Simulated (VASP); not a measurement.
# Si (Cmmm) in VASP: a series of runs

The runs below take Si through single point, relaxation of cell and atoms, with PBE.

Everything below comes from runs of VASP 6.6.1. Logs are shortened: lines on timing, memory, paths and dates and some standing lists are left out, and cuts for length are marked.

## (1) The cell of the first run

It takes space group Cmmm (No. 65, orthorhombic). Conventional cell: a = 4.563 Å, b = 6.558 Å, c = 4.195 Å, α = 90.00°, β = 90.00°, γ = 90.00°. Si (site symmetry m2m) has 6 Si at 1.99 to 2.62 Å within 2.7 Å. Within 2.7 Å of Si (site symmetry mmm) lie 6 Si at 1.99 to 2.62 Å.

The cell was built from a structure type or drawn by symmetry, and may not be a known phase.

## (2) Single point, PBE

Input file INCAR:

```
SYSTEM = Si
PREC = Accurate
ENCUT = 520
EDIFF = 1E-6
ISMEAR = 0
SIGMA = 0.1
LREAL = .FALSE.
LASPH = .TRUE.
NELM = 80
ALGO = Normal
ISIF = 2
LWAVE = .FALSE.
LCHARG = .FALSE.
GGA = PE
NBANDS = 13
```

Input file KPOINTS:

```
regular mesh
0
G
  4 4 4
  0 0 0
```

Input file POSCAR:

```
Si
1.0
    2.2813566500     -3.2790596300      0.0000000000
    2.2813566500      3.2790596300      0.0000000000
    0.0000000000      0.0000000000      4.1945844000
Si
3
Direct
    0.6959615300      0.3040384700      0.0000000000
    0.3040384700      0.6959615300      0.0000000000
    0.0000000000      0.0000000000      0.0000000000
```

Potentials or basis: VASP PAW PBE potentials, release 64 (Si).

Started as:

```console
> cat potpaw_PBE.64/Si/POTCAR > POTCAR
> mpirun -np 1 vasp_std > vasp.out
```

OUTCAR:

```text
SYSTEM = Si
   PREC = Accurate
   ENCUT = 520
   EDIFF = 1E-6
   ISMEAR = 0
   LREAL = .FALSE.
   LASPH = .TRUE.
   NELM = 80
   ISIF = 2
   GGA = PE

 ion  position               nearest neighbor table
   1  0.696  0.304  0.000-   3 1.99   2 2.39   2 2.39   2 2.57   3 2.62   3 2.62
   2  0.304  0.696  0.000-   3 1.99   1 2.39   1 2.39   1 2.57   3 2.62   3 2.62
   3  0.000  0.000  0.000-   1 1.99   2 1.99   1 2.62   2 2.62   1 2.62   2 2.62

  LATTYP: Found a base centered orthorhombic cell.
 ALAT       =     4.5627133000
 B/A-ratio  =     1.4373288061
 C/A-ratio  =     0.9193179856

  Lattice vectors:

 A1 = (   2.2813566500,  -3.2790596300,   0.0000000000)
 A2 = (   2.2813566500,   3.2790596300,   0.0000000000)
 A3 = (   0.0000000000,   0.0000000000,   4.1945844000)

Analysis of symmetry for initial positions (statically):
=====================================================================
 Subroutine PRICEL returns:
 Original cell was already a primitive cell.

 Routine SETGRP: Setting up the symmetry group for a
 base centered orthorhombic supercell.

 Subroutine GETGRP returns: Found  8 space group operations
 (whereof  8 operations were pure point group operations)
 out of a pool of  8 trial point group operations.

The static configuration has the point symmetry D_2h.

Analysis of symmetry for dynamics (positions and initial velocities):
=====================================================================
 Subroutine PRICEL returns:
 Original cell was already a primitive cell.

 Routine SETGRP: Setting up the symmetry group for a
 base centered orthorhombic supercell.

 Subroutine GETGRP returns: Found  8 space group operations
 (whereof  8 operations were pure point group operations)
 out of a pool of  8 trial point group operations.

The dynamic configuration has the point symmetry D_2h.

 Subroutine INISYM returns: Found  8 space group operations
 (whereof  8 operations are pure point group operations),
 and found     1 'primitive' translations

----------------------------------------------------------------------------------------

                                     Primitive cell

  volume of cell :      62.7569

  direct lattice vectors                    reciprocal lattice vectors
     2.281356650 -3.279059630  0.000000000     0.219167836 -0.152482741  0.000000000
     2.281356650  3.279059630  0.000000000     0.219167836  0.152482741  0.000000000
     0.000000000  0.000000000  4.194584400     0.000000000  0.000000000  0.238402641

[... 93 lines left out ...]
   NUPDOWN=      -1.0000    fix difference up-down
   EMIN   =  10.00;   EMAX   =-10.00  energy-range for DOS
   EFERMI =   0.00;   METHOD = LEGACY
   ISMEAR =     0;   SIGMA  =   0.10  broadening in eV -4-tet -1-fermi 0-gaus
   EFERMI_NEDOS =   21; number of points for ismear=-14 and -15
   IALGO  =     38    algorithm
   IMIX   =      4    mixing-type and parameters
     AMIX     =   0.40;   BMIX     =  1.00
     AMIX_MAG =   1.60;   BMIX_MAG =  1.00
  volume/ion in A,a.u.               =      20.92       141.17
  Fermi-wavevector in a.u.,A,eV,Ry     =   0.943151  1.782298 12.102854  0.889535
  Thomas-Fermi vector in A             =   2.070831
   LORBIT       =      0    0 simple, 1 ext, 2 COOP (PROOUT), +10 PAW based schemes
   GGA     = PE    functional components
   LHFCALC =     F    Hartree Fock is set to
   AEXX    =    0.0000 exact exchange contribution
   IVDW    =     0    specifies the selected vdW correction
   LEPSILON=     F    determine dielectric tensor
   LRPA    =     F    only Hartree local field effects (RPA)
 non-spin polarized calculation
 Gauss-broadening in eV      SIGMA  =   0.10
  energy-cutoff  :      520.00
  volume of cell :       62.76
 maximum number of plane-waves:      1707
 NGX is ok and might be reduce to    30
   NGX = 15   NGY = 15   NGZ = 15

 number of electron      12.0000000 magnetization

 Free energy of the ion-electron system (eV)
  ---------------------------------------------------
  ext. energy  EPLUGINS =         0.00000000
  ---------------------------------------------------
  free energy    TOTEN  =       -11.58031552 eV

  energy without entropy =      -11.56448940  energy(sigma->0) =      -11.57240246

 E-fermi :   5.6342     XC(G=0):  -9.0107

 val. band max:        5.6156639426   @ k =   0.5000   0.2500   0.2500
 cond. band min:       5.6358112333   @ k =   0.2500   0.0000   0.5000
 fundamental gap:      0.0201472907
 Fermi energy:         5.6341923458

 k-point     1 :       0.0000    0.0000    0.0000
  band No.  band energies     occupation
      1      -8.1107      2.00000
      2       0.3714      2.00000
      3       1.1747      2.00000
      4       2.0371      2.00000
      5       2.2565      2.00000
      6       2.7950      2.00000
      7       5.4142      1.99814
      8       6.0972      0.00000
      9       7.1447      0.00000
     10       9.8163      0.00000
     11      10.8341      0.00000
     12      12.9617      0.00000
     13      14.4191      0.00000
[... 306 lines left out ...]
  band No.  band energies     occupation
      1      -5.1859      2.00000
      2      -4.2370      2.00000
      3      -1.0716      2.00000
      4      -0.6950      2.00000
      5       2.9690      2.00000
      6       3.7450      2.00000
      7       6.1216      0.00000
      8       8.2787      0.00000
      9       9.3642      0.00000
     10      11.2736      0.00000
     11      11.9240      0.00000
     12      12.5024      0.00000
     13      16.7360      0.00000

------------------------ aborting loop because EDIFF is reached ----------------------------------------

  FORCE on cell =-STRESS in cart. coord.  units (eV):
  Direction    XX          YY          ZZ          XY          YZ          ZX
  --------------------------------------------------------------------------------------
  -------------------------------------------------------------------------------------
  Total        1.6194995     21.4135755     -0.5212011      0.0000000      0.0000000      0.0000000
  in kB       41.3456630    546.6864869    -13.3062141      0.0000000      0.0000000      0.0000000
  external PRESSURE =     191.5753119 kB  Pullay stress =       0.0000000 kB

 VOLUME and BASIS-vectors are now :
 -----------------------------------------------------------------------------
  energy-cutoff  :      520.00
  volume of cell :       62.76
      direct lattice vectors                 reciprocal lattice vectors
     2.281356650 -3.279059630  0.000000000     0.219167836 -0.152482741  0.000000000
     2.281356650  3.279059630  0.000000000     0.219167836  0.152482741  0.000000000
     0.000000000  0.000000000  4.194584400     0.000000000  0.000000000  0.238402641

 POSITION                                       TOTAL-FORCE (eV/Angst)
 -----------------------------------------------------------------------------------
      2.28136     -1.28514      0.00000        -0.000000      5.241821      0.000000
      2.28136      1.28514      0.00000        -0.000000     -5.241821     -0.000000
      0.00000      0.00000      0.00000         0.000000     -0.000000      0.000000
 -----------------------------------------------------------------------------------
    total drift:                               -0.000000      0.000000      0.000000

  FREE ENERGIE OF THE ION-ELECTRON SYSTEM (eV)
  ---------------------------------------------------
  free  energy   TOTEN  =       -11.5803155172 eV

  energy  without entropy=      -11.5644893971  energy(sigma->0) =      -11.57240246
```

OSZICAR:

```text
N       E                     dE             d eps       ncg     rms          rms(c)
DAV:   1     0.227701312920E+02    0.22770E+02   -0.46583E+03   546   0.724E+02
DAV:   2    -0.110483076439E+02   -0.33818E+02   -0.31488E+02   729   0.115E+02
DAV:   3    -0.124919791534E+02   -0.14437E+01   -0.14038E+01   721   0.214E+01
DAV:   4    -0.125132867156E+02   -0.21308E-01   -0.21295E-01   671   0.325E+00
DAV:   5    -0.125137165981E+02   -0.42988E-03   -0.42986E-03   758   0.449E-01    0.763E+00
DAV:   6    -0.117657464116E+02    0.74797E+00   -0.71638E-01   626   0.411E+00    0.425E+00
DAV:   7    -0.115782529274E+02    0.18749E+00   -0.57283E-01   656   0.372E+00    0.101E+00
DAV:   8    -0.115796074025E+02   -0.13545E-02   -0.59401E-02   631   0.139E+00    0.489E-01
DAV:   9    -0.115800665485E+02   -0.45915E-03   -0.21116E-03   696   0.281E-01    0.157E-01
DAV:  10    -0.115802314332E+02   -0.16488E-03   -0.32293E-04   641   0.924E-02    0.625E-02
DAV:  11    -0.115803183532E+02   -0.86920E-04   -0.10318E-04   611   0.580E-02    0.169E-02
DAV:  12    -0.115803161469E+02    0.22063E-05   -0.41706E-05   651   0.324E-02    0.831E-03
DAV:  13    -0.115803155172E+02    0.62975E-06   -0.74762E-06   651   0.146E-02
   1 F= -.11580316E+02 E0= -.11572402E+02  d E =-.158261E-01
```

stdout:

```text
POSCAR found type information on POSCAR Si
 POSCAR found :  1 types and       3 ions
 scaLAPACK will be used
 LDA part: xc-table for (Slater+PW92), standard interpolation
 POSCAR, INCAR and KPOINTS ok, starting setup
 FFT: planning ... GRIDC
 FFT: planning ... GRID_SOFT
 FFT: planning ... GRID
 WAVECAR not read
 entering main loop
```

Run time: 12 s. Hardware: 1 thread of Intel Xeon Platinum 8559C (Emerald Rapids), shared host; peak memory 0.16 GiB.

What came out:

| Property | Result |
| --- | --- |
| Free energy | -11.5803 eV |
| Pressure | 19.2 GPa |
| Largest force | 5.242 eV/Å |
| Band gap on the k mesh | zero (bands 6 and 7 overlap by 0.85 eV) |

Forces on the atoms (eV/Å):
```
Si   0.000  5.242  0.000
Si   0.000 -5.242  0.000
Si   0.000  0.000  0.000
```

Stress tensor (GPa, compression positive):
```
 4.13  0.00  0.00
 0.00 54.67  0.00
 0.00  0.00 -1.33
```

Caveat: the k points lie up to 0.42 Å⁻¹ apart, too coarse for converged energies and pressures of a metal; forces of over 1 eV/Å act on the atoms, so gaps and moduli don't describe the material at rest.

## (3) Relaxation of cell and atoms, PBE

Input file INCAR:

```
ALGO = Normal
EDIFF = 1E-6
EDIFFG = -0.04
ENCUT = 600
GGA = PE
IBRION = 2
ISIF = 3
ISMEAR = 0
LASPH = T
LCHARG = F
LREAL = F
LWAVE = F
NELM = 80
NSW = 90
PREC = Accurate
SIGMA = 0.1
```

Input file KPOINTS:

```
k-points
0
Gamma
  4 4 4
```

POSCAR is that of step 2.

Potentials or basis: VASP PAW PBE potentials, release 64 (Si).

Started as:

```console
> cat potpaw_PBE.64/Si/POTCAR > POTCAR
> mpirun -np 1 vasp_std > vasp.out
```

Wall time 5.1 min (1 thread of Intel Xeon Platinum 8559C (Emerald Rapids), shared host); peak memory 0.18 GiB.

It converged, with:

- Free energy: -15.0691 eV
- Relaxed volume: 16.04 Å³/atom
- Relaxed cell: a = 4.932 Å, b = 4.932 Å, c = 2.365 Å, α = 90.00°, β = 90.00°, γ = 123.21°
- Space group after relaxing (to 0.1 Å): Cmmm (No. 65)
- Pressure after relaxing: -0.1 GPa
- Largest force after relaxing: 0.033 eV/Å
- Band gap on the k mesh: zero (bands 6 and 7 overlap by 4.86 eV)

Forces in eV/Å, atoms in the order of the input:
```
Si   0.000 -0.033  0.000
Si   0.000  0.033  0.000
Si   0.000  0.000  0.000
```

Stress tensor (GPa, compression positive):
```
 0.07  0.00  0.00
 0.00 -0.21  0.00
 0.00  0.00 -0.11
```

Final structure:
```
CELL_PARAMETERS angstrom
2.34516 -4.33834 0.00000
2.34516 4.33834 0.00000
0.00000 0.00000 2.36512
ATOMIC_POSITIONS crystal
Si 0.65977 0.34023 0.00000
Si 0.34023 0.65977 0.00000
Si 0.00000 0.00000 0.00000
```

Levels at points of the mesh, in eV from the Fermi level:
| k point | band 4 | band 5 | band 6 | band 7 | band 8 | band 9 |
| --- | --- | --- | --- | --- | --- | --- |
| (0.00, 0.00, 0.00) | -4.89 | -4.86 | -4.38 | -4.30 | 6.77 | 7.58 |
| (0.50, 0.00, 0.00) | -6.69 | -0.89 | -0.63 | 1.46 | 1.49 | 3.87 |
| (0.50, 0.50, 0.00) | -6.47 | -0.48 | -0.24 | 0.62 | 0.94 | 2.15 |
| (0.00, 0.00, 0.50) | -2.25 | -0.47 | -0.37 | -0.28 | 0.28 | 0.60 |
| (0.50, 0.00, 0.50) | -4.97 | -3.18 | -2.05 | -1.94 | 1.52 | 4.68 |
| (0.50, 0.50, 0.50) | -5.06 | -2.62 | -1.79 | -1.04 | 1.76 | 5.06 |

Caveat: the k points lie up to 0.66 Å⁻¹ apart in the final cell, too coarse for converged energies and pressures of a metal; the volume moved by over 15 % at a fixed basis, so the end points are rough.
